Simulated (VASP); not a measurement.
# LiAl32 (a cell with a defect) in VASP: single point with PBE+D3(BJ)

Aim: the single point of LiAl32 (a cell with a defect) with PBE+D3(BJ).

Program: VASP 6.6.1. These are calculated values, not measurements. Logs are shortened: lines on timing, memory, paths and dates and some standing lists are left out, and cuts for length are marked.

**1. The cell of the first run**

The cell holds a defect, 33 atoms: a = 8.100 Å, b = 8.100 Å, c = 8.100 Å, α = 90.00°, β = 90.00°, γ = 90.00°.

**2. Single point, PBE+D3(BJ)**

Input file INCAR:

```
SYSTEM = LiAl32
ALGO = Normal
EDIFF = 1E-6
ENCUT = 520
GGA = PE
ISIF = 2
ISMEAR = 0
IVDW = 12
LASPH = .True.
LCHARG = .False.
LREAL = Auto
LWAVE = .False.
NBANDS = 72
NELM = 100
PREC = Accurate
SIGMA = 0.15
```

Input file KPOINTS:

```
k-points
0
Gamma
  2 2 2
  0 0 0
```

Input file POSCAR:

```
LiAl32
1.0
    8.1000000000      0.0000000000      0.0000000000
    0.0000000000      8.1000000000      0.0000000000
    0.0000000000      0.0000000000      8.1000000000
Al Li
32 1
Direct
    0.5339055556     -0.0178946914     -0.0001758025
    0.7509516049      0.2511076543      0.0000092593
    0.7516585185     -0.0010281481      0.2594664198
   -0.0286169136     -0.0153323457     -0.0001422222
    0.2512004938      0.3492103704     -0.0001266667
    0.5231450617      0.5119541975      0.0000204938
    0.7528412346      0.7430574074      0.0000777778
    0.2507090123     -0.0162451852      0.2817854321
    0.4915827160      0.2435619753      0.2402718519
    0.7510696296      0.4937645679      0.2557861728
    0.5107893827     -0.0007743210      0.5001322222
    0.7512329630      0.2484083951      0.5000385185
    0.7516651852     -0.0009746914      0.7405333333
   -0.0206276543      0.5105472840      0.0000230864
    0.2510051852      0.7414130864      0.0000644444
    0.0103296296      0.2442693827      0.2410854321
    0.2511165432      0.5114002469      0.2718241975
    0.5071374074      0.7456550617      0.2562660494
   -0.0083549383     -0.0010379012      0.5001338272
    0.2509176543      0.2514712346      0.5001186420
    0.5068235802      0.4933643210      0.4999843210
    0.7514770370      0.7438127160      0.5000235802
    0.2507470370     -0.0160067901      0.7189538272
    0.4917849383      0.2437324691      0.7596927160
    0.7510985185      0.4938180247      0.7442502469
   -0.0043992593      0.7456275309      0.2556888889
   -0.0046400000      0.4942060494      0.5000079012
    0.2512803704      0.7432787654      0.5001983951
    0.0101017284      0.2444555556      0.7588587654
    0.2511107407      0.5113938272      0.7281941975
    0.5071244444      0.7455906173      0.7437524691
   -0.0043739506      0.7455811111      0.7443741975
    0.2537528395      0.0667104938      0.0005381481
```

Potentials or basis: VASP PAW PBE potentials, release 64 (Al, Li_sv).

Launch:

```sh
$ cat potpaw_PBE.64/Al/POTCAR potpaw_PBE.64/Li_sv/POTCAR > POTCAR
$ mpirun -np 1 vasp_std > vasp.out
```

OUTCAR:

```text
SYSTEM = LiAl32
   EDIFF = 1E-6
   ENCUT = 520
   GGA = PE
   ISIF = 2
   ISMEAR = 0
   IVDW = 12
   LASPH = .True.
   LREAL = Auto
   NELM = 100
   PREC = Accurate
 IVDW          = 12

 ion  position               nearest neighbor table
   1  0.534  0.982  1.000-  33 2.37   7 2.63  13 2.75   3 2.75   2 2.80  31 2.83  18 2.83  24 2.90
                             9 2.90  15 3.01  23 3.23   8 3.24
   2  0.751  0.251  0.000-   1 2.80  14 2.80   4 2.80   6 2.81  10 2.86  25 2.86  24 2.86   9 2.86
                            29 2.87  16 2.87  13 2.93   3 2.93
   3  0.752  0.999  0.259-   1 2.75  19 2.75   4 2.76  11 2.76  12 2.81  22 2.84  26 2.85  18 2.85
                            16 2.89   9 2.90   2 2.93   7 2.95
   4  0.971  0.985  1.000-  33 2.38   7 2.64  13 2.76   3 2.76   2 2.80  32 2.84  26 2.84  29 2.89
                            16 2.89  15 3.00  23 3.21   8 3.21
   5  0.251  0.349  1.000-  33 2.29  14 2.56  30 2.56  17 2.56   6 2.57  24 2.88   9 2.88  29 2.89
                            16 2.89  15 3.18
   6  0.523  0.512  0.000-   5 2.57   7 2.64  10 2.78  25 2.78   2 2.81  31 2.81  18 2.81  15 2.88
                            24 2.93   9 2.93  17 3.11  30 3.12
   7  0.753  0.743  0.000-   1 2.63  14 2.63   4 2.64   6 2.64  26 2.86  32 2.86  18 2.88  31 2.88
                            10 2.89  25 2.89   3 2.95  13 2.95
   8  0.251  0.984  0.282-  33 2.38  28 2.63  19 2.75  11 2.75  20 2.80  26 2.83  18 2.84   9 2.89
                            16 2.89  15 3.01   4 3.21   1 3.24
   9  0.492  0.244  0.240-   2 2.86  20 2.87   5 2.88   8 2.89  11 2.89   3 2.90   1 2.90  21 2.92
                            10 2.92  17 2.93   6 2.93  12 2.98
  10  0.751  0.494  0.256-   6 2.78  14 2.78  21 2.80  27 2.80  12 2.80  22 2.83  18 2.84  26 2.84
                             2 2.86   7 2.89  16 2.92   9 2.92
  11  0.511  0.999  0.500-   8 2.75  23 2.76  13 2.76   3 2.76  12 2.80  22 2.84  31 2.85  18 2.85
                            24 2.89   9 2.89  20 2.93  28 2.95
  12  0.751  0.248  0.500-  21 2.80  10 2.80  25 2.80  11 2.80  27 2.81  19 2.81  13 2.81   3 2.81
                            29 2.97  16 2.97  24 2.97   9 2.98
  13  0.752  0.999  0.741-   1 2.75  19 2.75   4 2.76  11 2.76  12 2.81  22 2.84  32 2.85  31 2.85
                            29 2.89  24 2.90   2 2.93   7 2.95
  14  0.979  0.511  0.000-   5 2.56   7 2.63  25 2.78  10 2.78   2 2.80  32 2.82  26 2.82  15 2.89
                            29 2.92  16 2.92  17 3.11  30 3.11
  15  0.251  0.741  0.000-  33 2.64   6 2.88  17 2.88  30 2.88  14 2.89  26 2.93  32 2.93  18 2.93
                            31 2.94   4 3.00  23 3.01   1 3.01   8 3.01   5 3.18
  16  0.010  0.244  0.241-  20 2.86   2 2.87   4 2.89   5 2.89   8 2.89   3 2.89  19 2.89  10 2.92
                            27 2.92  14 2.92  17 2.92  12 2.97
  17  0.251  0.511  0.272-   5 2.56  28 2.64  21 2.78  27 2.78  20 2.80  26 2.81  18 2.81  15 2.88
                            16 2.92   9 2.93  14 3.11   6 3.11
  18  0.507  0.746  0.256-  22 2.80   6 2.81  17 2.81   1 2.83  10 2.84  21 2.84   8 2.84  11 2.85
                             3 2.85  28 2.86   7 2.88  15 2.93
  19  0.992  0.999  0.500-   8 2.75  23 2.75  13 2.75   3 2.75  12 2.81  22 2.84  32 2.85  26 2.85
                            29 2.89  16 2.89  20 2.93  28 2.95
  20  0.251  0.251  0.500-   8 2.80  23 2.80  30 2.80  17 2.80  21 2.85  27 2.85  29 2.86  16 2.86
                            24 2.87   9 2.87  19 2.93  11 2.93
  21  0.507  0.493  0.500-  17 2.78  30 2.78  10 2.80  25 2.80  12 2.80  22 2.84  31 2.84  18 2.84
                            20 2.85  28 2.90  24 2.92   9 2.92
  22  0.751  0.744  0.500-  31 2.80  18 2.80  26 2.80  32 2.80  27 2.83  25 2.83  10 2.83  21 2.84
                            19 2.84   3 2.84  13 2.84  11 2.84
  23  0.251  0.984  0.719-  33 2.38  28 2.63  19 2.75  11 2.76  20 2.80  32 2.84  31 2.84  24 2.89
                            29 2.89  15 3.01   4 3.21   1 3.23
  24  0.492  0.244  0.760-   2 2.86  20 2.87   5 2.88  23 2.89  11 2.89  13 2.90   1 2.90  21 2.92
                            25 2.92  30 2.93   6 2.93  12 2.97
  25  0.751  0.494  0.744-   6 2.78  14 2.78  27 2.80  21 2.80  12 2.80  22 2.83  31 2.84  32 2.84
                             2 2.86   7 2.89  29 2.91  24 2.92
  26  0.996  0.746  0.256-  22 2.80  17 2.81  14 2.82   8 2.83  27 2.84   4 2.84  10 2.84   3 2.85
                            19 2.85   7 2.86  28 2.87  15 2.93
  27  0.995  0.494  0.500-  30 2.78  17 2.78  25 2.80  10 2.80  12 2.81  22 2.83  32 2.84  26 2.84
                            20 2.85  28 2.89  29 2.92  16 2.92
  28  0.251  0.743  0.500-   8 2.63  30 2.63  23 2.63  17 2.64  31 2.86  18 2.86  32 2.86  26 2.87
                            27 2.89  21 2.90  19 2.95  11 2.95
  29  0.010  0.244  0.759-  20 2.86   2 2.87   4 2.89   5 2.89  23 2.89  13 2.89  19 2.89  25 2.91
                            27 2.92  14 2.92  30 2.92  12 2.97
  30  0.251  0.511  0.728-   5 2.56  28 2.63  27 2.78  21 2.78  20 2.80  32 2.81  31 2.81  15 2.88
                            29 2.92  24 2.93  14 3.11   6 3.12
  31  0.507  0.746  0.744-  22 2.80   6 2.81  30 2.81   1 2.83  25 2.84  21 2.84  23 2.84  11 2.85
                            13 2.85  28 2.86   7 2.88  15 2.94
  32  0.996  0.746  0.744-  22 2.80  30 2.81  14 2.82  23 2.84  27 2.84   4 2.84  25 2.84  13 2.85
                            19 2.85   7 2.86  28 2.86  15 2.93
  33  0.254  0.067  0.001-   5 2.29   1 2.37   8 2.38  23 2.38   4 2.38  15 2.64

  LATTYP: Found a simple cubic cell.
 ALAT       =     8.1000000000

  Lattice vectors:

 A1 = (   8.1000000000,   0.0000000000,   0.0000000000)
[... 147 lines left out ...]
            Coordinates               Weight
  0.000000  0.000000  0.000000      1.000000
  0.500000  0.000000  0.000000      1.000000
  0.000000  0.500000  0.000000      1.000000
  0.000000  0.000000  0.500000      1.000000
  0.500000  0.500000  0.000000      1.000000
  0.000000  0.500000  0.500000      1.000000
  0.500000  0.000000  0.500000      1.000000
  0.500000  0.500000  0.500000      1.000000
   k-points           NKPTS =      8   k-points in BZ     NKDIM =      8   number of bands    NBANDS=     72
   number of dos      NEDOS =    301   number of ions     NIONS =     33
   total plane-waves  NPLWV = 216000
   dimension x,y,z NGX =    60 NGY =   60 NGZ =   60
   dimension x,y,z NGXF=   120 NGYF=  120 NGZF=  120
   ions per type =              32   1
   NGX,Y,Z   is equivalent  to a cutoff of  12.31, 12.31, 12.31 a.u.
   NGXF,Y,Z  is equivalent  to a cutoff of  24.63, 24.63, 24.63 a.u.
 SYSTEM =  LiAl32
   PREC   = accura    normal or accurate (medium, high low for compatibility)
   ISTART =      0    job   : 0-new  1-cont  2-samecut
   ICHARG =      2    charge: 1-file 2-atom 10-const
   ISPIN  =      1    spin polarized calculation?
   LNONCOLLINEAR =      F non collinear calculations
   LSORBIT =      F    spin-orbit coupling
   LASPH  =      T    aspherical Exc in radial PAW
   ENCUT  =  520.0 eV  38.22 Ry    6.18 a.u.  15.06 15.06 15.06*2*pi/ulx,y,z
   NELM   =    100;   NELMIN=  2; NELMDL= -5     # of ELM steps
   EDIFF  = 0.1E-05   stopping-criterion for ELM
   LREAL  =      T    real-space projection
   EDIFFG = 0.1E-04   stopping-criterion for IOM
   NSW    =      0    number of steps for IOM
   IBRION =     -1    ionic relax: 0-MD 1-quasi-New 2-CG
   NFREE  =      0    steps in history (QN), initial steepest desc. (CG)
   ISIF   =      2    stress and relaxation
   ISYM   =      2    0-nonsym 1-usesym 2-fastsym
   POTIM  = 0.5000    time-step for ionic-motion
   TEBEG  =    0.0;   TEEND  =   0.0 temperature during run
   PSTRESS=    0.0 pullay stress
   NELECT =      99.0000    total number of electrons
   NUPDOWN=      -1.0000    fix difference up-down
   EMIN   =  10.00;   EMAX   =-10.00  energy-range for DOS
   EFERMI =   0.00;   METHOD = LEGACY
   ISMEAR =     0;   SIGMA  =   0.15  broadening in eV -4-tet -1-fermi 0-gaus
   EFERMI_NEDOS =   21; number of points for ismear=-14 and -15
   IALGO  =     38    algorithm
   IMIX   =      4    mixing-type and parameters
     AMIX     =   0.40;   BMIX     =  1.00
     AMIX_MAG =   1.60;   BMIX_MAG =  1.00
  volume/ion in A,a.u.               =      16.10       108.68
  Fermi-wavevector in a.u.,A,eV,Ry     =   0.934978  1.766853 11.894002  0.874184
  Thomas-Fermi vector in A             =   2.061839
   LORBIT       =      0    0 simple, 1 ext, 2 COOP (PROOUT), +10 PAW based schemes
   GGA     = PE    functional components
   LHFCALC =     F    Hartree Fock is set to
   AEXX    =    0.0000 exact exchange contribution
   IVDW    =    12    specifies the selected vdW correction
   LEPSILON=     F    determine dielectric tensor
   LRPA    =     F    only Hartree local field effects (RPA)
 non-spin polarized calculation
 Gauss-broadening in eV      SIGMA  =   0.15
  energy-cutoff  :      520.00
  volume of cell :      531.44
 maximum number of plane-waves:     14400
   NGX = 31   NGY = 31   NGZ = 31

 number of electron      99.0000001 magnetization

 Free energy of the ion-electron system (eV)
  ---------------------------------------------------
  ext. energy  EPLUGINS =         0.00000000
  ---------------------------------------------------
  free energy    TOTEN  =      -119.97868422 eV

  energy without entropy =     -119.81596375  energy(sigma->0) =     -119.89732399

 E-fermi :   7.7006     XC(G=0): -10.2131

 val. band max:        7.6489055197   @ k =   0.0000   0.5000   0.0000
 cond. band min:       7.7145448622   @ k =   0.0000   0.0000   0.5000
 fundamental gap:      0.0656393425
 Fermi energy:         7.7006454235

 k-point     1 :       0.0000    0.0000    0.0000
  band No.  band energies     occupation
      1     -38.0490      2.00000
      2      -3.1366      2.00000
      3      -1.1341      2.00000
      4      -1.0873      2.00000
      5      -0.8538      2.00000
      6      -0.8535      2.00000
[... 501 lines left out ...]
     60      11.0904      0.00000
     61      11.1441      0.00000
 [bands above 61 left out]

------------------------ aborting loop because EDIFF is reached ----------------------------------------

 Edisp (eV)  -11.22019

 E8    (eV) :    -5.0120

  FORCE on cell =-STRESS in cart. coord.  units (eV):
  Direction    XX          YY          ZZ          XY          YZ          ZX
  --------------------------------------------------------------------------------------
  -------------------------------------------------------------------------------------
  Total      -1.46728    -0.90658    -1.49603    -0.16808    -0.03625    -0.00510
  in kB      -4.42354    -2.73313    -4.51021    -0.50672    -0.10930    -0.01538
  external pressure =       -3.89 kB  Pullay stress =        0.00 kB

 VOLUME and BASIS-vectors are now :
 -----------------------------------------------------------------------------
  energy-cutoff  :      520.00
  volume of cell :      531.44
      direct lattice vectors                 reciprocal lattice vectors
     8.100000000  0.000000000  0.000000000     0.123456790  0.000000000  0.000000000
     0.000000000  8.100000000  0.000000000     0.000000000  0.123456790  0.000000000
     0.000000000  0.000000000  8.100000000     0.000000000  0.000000000  0.123456790

 POSITION                                       TOTAL-FORCE (eV/Angst)
 -----------------------------------------------------------------------------------
      4.32464      7.95505      8.09858         0.011292      0.009663      0.000601
      6.08271      2.03397      0.00008         0.009081      0.010250      0.001187
      6.08843      8.09167      2.10168         0.000642      0.001173      0.003231
      7.86820      7.97581      8.09885        -0.018774     -0.005002      0.002433
      2.03472      2.82860      8.09897         0.008680     -0.008714      0.002306
      4.23747      4.14683      0.00017        -0.005360     -0.004879      0.000214
[... 25 lines left out ...]
      8.06457      6.03921      6.02943        -0.000866      0.000700      0.001289
      2.05540      0.54035      0.00436        -0.015376     -0.013151     -0.000841
 -----------------------------------------------------------------------------------
    total drift:                                0.027802      0.040868     -0.005045

  FREE ENERGIE OF THE ION-ELECTRON SYSTEM (eV)
  ---------------------------------------------------
  free  energy   TOTEN  =      -131.1988758754 eV

  energy  without entropy=     -131.0361554074  energy(sigma->0) =     -131.11751564
```

Wall time 9.7 min (1 thread of Intel Xeon 8259CL, shared host); peak memory 0.57 GiB.

Results:

* Free energy: -131.1989 eV
* Largest force: 0.020 eV/Å
* Band gap on the k mesh: zero (an odd number of electrons rules out a gap without spin polarisation)
* Dispersion energy per atom: -0.340 eV

Forces on the atoms (eV/Å):
```
Al   0.011  0.010  0.001
Al   0.009  0.010  0.001
Al   0.001  0.001  0.003
Al  -0.019 -0.005  0.002
Al   0.009 -0.009  0.002
Al  -0.005 -0.005  0.000
Al  -0.012 -0.003 -0.001
Al   0.004  0.001  0.004
Al   0.000  0.003 -0.004
Al  -0.001  0.001 -0.001
Al   0.002 -0.005 -0.001
Al   0.005 -0.005 -0.001
Al   0.001 -0.002 -0.003
Al   0.004  0.008  0.001
Al   0.005 -0.003 -0.001
Al   0.003  0.001 -0.001
Al  -0.002  0.000 -0.005
Al  -0.002  0.004 -0.007
Al  -0.002  0.000 -0.001
Al   0.005  0.007  0.000
Al   0.001  0.003  0.001
Al  -0.001 -0.002  0.001
Al   0.003 -0.002 -0.012
Al   0.000  0.003  0.004
Al  -0.002  0.002  0.001
Al   0.000  0.000 -0.001
Al  -0.003 -0.002 -0.001
Al   0.003 -0.005  0.000
Al   0.005  0.000  0.003
Al  -0.002  0.001  0.005
Al   0.000  0.003  0.008
Al  -0.001  0.001  0.001
Li  -0.015 -0.013 -0.001
```

Levels at points of the mesh, in eV from the Fermi level:
```
           k point  band 47  band 48  band 49  band 50  band 51  band 52
(0.00, 0.00, 0.00)     0.11     0.11     0.53     0.56     0.56     0.66
(0.50, 0.00, 0.00)    -0.24    -0.21    -0.06     0.01     0.04     0.23
(0.00, 0.50, 0.00)    -0.25    -0.24    -0.07    -0.05    -0.05     0.06
(0.00, 0.00, 0.50)    -0.24    -0.21    -0.06     0.01     0.04     0.23
(0.50, 0.50, 0.00)    -0.27    -0.16     0.14     0.81     0.91     0.99
(0.00, 0.50, 0.50)    -0.27    -0.16     0.14     0.81     0.91     0.99
(0.50, 0.00, 0.50)    -0.27    -0.27    -0.20     0.78     0.79     0.99
(0.50, 0.50, 0.50)    -0.55    -0.50    -0.48    -0.47    -0.41    -0.41
```

Caveat: the k points lie up to 0.39 Å⁻¹ apart, too coarse for converged energies and pressures of a metal; the cutoff is under 1.25 times the usual one of these potentials, so pressure, stress and relaxed cells hold a basis-set (Pulay) error.

The gap in the log of VASP goes by the Fermi energy; the results here count the filled bands.